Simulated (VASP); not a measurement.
# BN (F-43m) in VASP: notebook, part 2 of 2

VASP 6.6.1. Earlier steps stand in the parts before.

## (3) G0W0 quasiparticle levels, PBE

File POSCAR:

```
BN
1.0
    0.0000000000      1.8080000000      1.8080000000
    1.8080000000      0.0000000000      1.8080000000
    1.8080000000      1.8080000000      0.0000000000
B N
1 1
Direct
    0.0000000000      0.0000000000      0.0000000000
    0.2500000000      0.2500000000      0.2500000000
```

File INCAR.step1:

```
SYSTEM = BN
PREC = Accurate ; ENCUT = 500
EDIFF = 1E-8 ; ISMEAR = 0
SIGMA = 0.01 ; LREAL = .FALSE.
LASPH = .TRUE. ; NELM = 60
ALGO = Normal ; LWAVE = .TRUE.
LCHARG = .FALSE. ; GGA = PE
```

File INCAR.step2:

```
SYSTEM = BN
PREC = Accurate ; ENCUT = 500
EDIFF = 1E-8 ; ISMEAR = 0
SIGMA = 0.01 ; LREAL = .FALSE.
LASPH = .TRUE. ; NELM = 1
ALGO = Exact ; LWAVE = .TRUE.
LCHARG = .FALSE. ; GGA = PE
NBANDS = 119 ; LOPTICS = .TRUE.
ISTART = 1
```

File INCAR.step3:

```
SYSTEM = BN
PREC = Accurate ; ENCUT = 500
EDIFF = 1E-8 ; ISMEAR = 0
SIGMA = 0.01 ; LREAL = .FALSE.
LASPH = .TRUE. ; ALGO = EVGW0
LWAVE = .FALSE. ; LCHARG = .FALSE.
GGA = PE ; NELMGW = 1
NBANDS = 119 ; ENCUTGW = 180.0
NOMEGA = 48 ; PRECFOCK = Fast
ISTART = 1 ; NBANDSGW = 12
```

File KPOINTS:

```
regular mesh
0
G
  2 2 2
  0 0 0
```

Potentials or basis: VASP PAW PBE potentials, release 64 (B_GW, N_GW).

Command:

```console
$ cat potpaw_PBE.64/B_GW/POTCAR potpaw_PBE.64/N_GW/POTCAR > POTCAR
$ cp INCAR.step1 INCAR
$ mpirun -np 1 vasp_std > vasp.out
$ cp INCAR.step2 INCAR
$ mpirun -np 1 vasp_std > vasp.out
$ cp INCAR.step3 INCAR
$ mpirun -np 1 vasp_std > vasp.out
```

OUTCAR:

```text
SYSTEM = BN
   PREC = Accurate
   ENCUT = 500
   EDIFF = 1E-8
   ISMEAR = 0
   LREAL = .FALSE.
   LASPH = .TRUE.
   GGA = PE
   NELMGW = 1
   ENCUTGW = 180.0
   PRECFOCK = Fast
   ISTART = 1

 ion  position               nearest neighbor table
   1  0.000  0.000  0.000-   2 1.57   2 1.57   2 1.57   2 1.57
   2  0.250  0.250  0.250-   1 1.57   1 1.57   1 1.57   1 1.57

  LATTYP: Found a face centered cubic cell.
 ALAT       =     3.6160000000

  Lattice vectors:

 A1 = (   0.0000000000,   1.8080000000,   1.8080000000)
 A2 = (   1.8080000000,   0.0000000000,   1.8080000000)
 A3 = (   1.8080000000,   1.8080000000,   0.0000000000)

Analysis of symmetry for initial positions (statically):
=====================================================================
[... 144 lines left out ...]
   ENCUTLF             =  -1.0    cutoff for local field effects
   NELMGW              =     1    number of iterations in solving QP/BSE equation
   NELMHF              =     1    number of iterations in the inner HF iteration
   NKREDLFX            =     1    NKREDLFY  =   1   NKREDLFZ  =   1
 non-spin polarized calculation
 Gauss-broadening in eV      SIGMA  =   0.01
  energy-cutoff  :      500.00
  volume of cell :       11.82
 maximum number of plane-waves:       307
 NGX is ok and might be reduce to    20
  NGX = 12; NGY = 12; NGZ = 12
   NGX =  9   NGY =  9   NGZ =  9
 maximum number of plane-waves:        70

 QP shifts <psi_nk| G(iteration)W_0 |psi_nk>: iteration 1
 for sc-GW calculations column KS-energies equals QP-energies in previous step
 and V_xc(KS)=  KS-energies - (<T + V_ion + V_H > + <T+V_H+V_ion>^1  + <V_x>^1)

 k-point   1 :       0.0000    0.0000    0.0000
  band No.  KS-energies  QP-energies   sigma(KS)   V_xc(KS)     V^pw_x(r,r')   Z            occupation Imag(sigma)

      1     -12.4530     -14.8966     -18.3258     -15.3751     -26.1937       0.8282       2.0000       1.5515
      2       7.9939       7.0930     -19.4050     -18.2901     -23.3960       0.8081       2.0000       0.1555
      3       7.9939       7.0930     -19.4050     -18.2901     -23.3960       0.8081       2.0000       0.1555
      4       7.9939       7.0930     -19.4050     -18.2901     -23.3960       0.8081       2.0000       0.1555
      5      16.3872      17.2808     -12.6488     -13.7326      -6.1942       0.8245       0.0000      -0.1948
      6      16.3872      17.2808     -12.6488     -13.7326      -6.1942       0.8245       0.0000      -0.1948
      7      16.3872      17.2808     -12.6488     -13.7326      -6.1942       0.8245       0.0000      -0.1948
      8      18.2171      18.8417     -14.5450     -15.3279      -7.5638       0.7979       0.0000      -0.2366
      9      32.2760      32.3050     -11.1915     -11.2279      -3.0715       0.7979       0.0000      -0.8325
     10      35.3228      36.0380     -12.3704     -13.2367      -5.2186       0.8255       0.0000      -0.4191
     11      35.3228      36.0380     -12.3704     -13.2367      -5.2186       0.8255       0.0000      -0.4191
     12      35.9073      36.2778     -10.3823     -10.8174      -2.8153       0.8513       0.0000      -0.9722
[... 20 lines left out ...]
      1      -6.7450      -8.5667     -19.4846     -17.2198     -26.5226       0.8044       2.0000       1.1538
      2      -1.1738      -2.7682     -17.1674     -15.1696     -22.1199       0.7981       2.0000       0.2891
      3       2.9158       1.7060     -17.7509     -16.2416     -22.1241       0.8016       2.0000       0.2070
      4       2.9158       1.7060     -17.7509     -16.2416     -22.1241       0.8016       2.0000       0.2070
      5      12.0869      12.2793     -12.0995     -12.3340      -6.1533       0.8201       0.0000      -0.1510
      6      16.7970      17.1174     -12.1450     -12.5332      -5.8846       0.8256       0.0000      -0.1722
      7      25.7554      27.1742     -14.6648     -16.4340      -6.6658       0.8019       0.0000      -0.5529
      8      25.7554      27.1742     -14.6648     -16.4340      -6.6658       0.8019       0.0000      -0.5529
      9      28.7756      29.9274     -14.9654     -16.4102      -7.0269       0.7972       0.0000      -0.5702
     10      34.8413      35.8104     -12.2214     -13.4560      -3.6553       0.7850       0.0000      -0.8760
     11      41.2329      41.9816     -11.7551     -12.6639      -4.1541       0.8239       0.0000      -0.7026
     12      41.2329      41.9816     -11.7551     -12.6639      -4.1541       0.8239       0.0000      -0.7026
```

OUTCAR.step2:

```text
SYSTEM = BN
   PREC = Accurate
   ENCUT = 500
   EDIFF = 1E-8
[... 590 lines left out ...]
  --------------------------------------------------------------------------------------------------------------
     0.00000     9.79080     9.79080     9.79080    -0.00000    -0.00000     0.00000
     3.29891    10.85619    10.85619    10.85619    -0.00000    -0.00000     0.00000
     6.59782    17.78373    17.78373    17.78373    -0.00000    -0.00000     0.00000
     9.89673     0.19583     0.19583     0.19583    -0.00000    -0.00000     0.00000
    13.19565   -11.95492   -11.95492   -11.95492     0.00000     0.00000    -0.00000
    16.49456    -5.88821    -5.88821    -5.88821     0.00000     0.00000    -0.00000
[... 92 lines left out ...]
   323.29334     0.98716     0.98716     0.98716     0.00000     0.00000    -0.00000
   326.59225     0.98742     0.98742     0.98742     0.00000     0.00000    -0.00000
```

It took 10 s on 1 thread of Intel Xeon 8259CL, shared host; peak memory 0.12 GiB.

What came out:

```
Band gap on the k mesh, mean-field level : 4.09 eV, indirect (least direct gap 8.39 eV)
Quasiparticle gap                        : 5.19 eV
Least direct quasiparticle gap           : 10.19 eV
```

Caveat: the k points lie up to 1.50 Å⁻¹ apart; bands, screening cutoff and mesh are small and nothing is extrapolated, so the quasiparticle values aren't converged. A k mesh can miss the band edges.
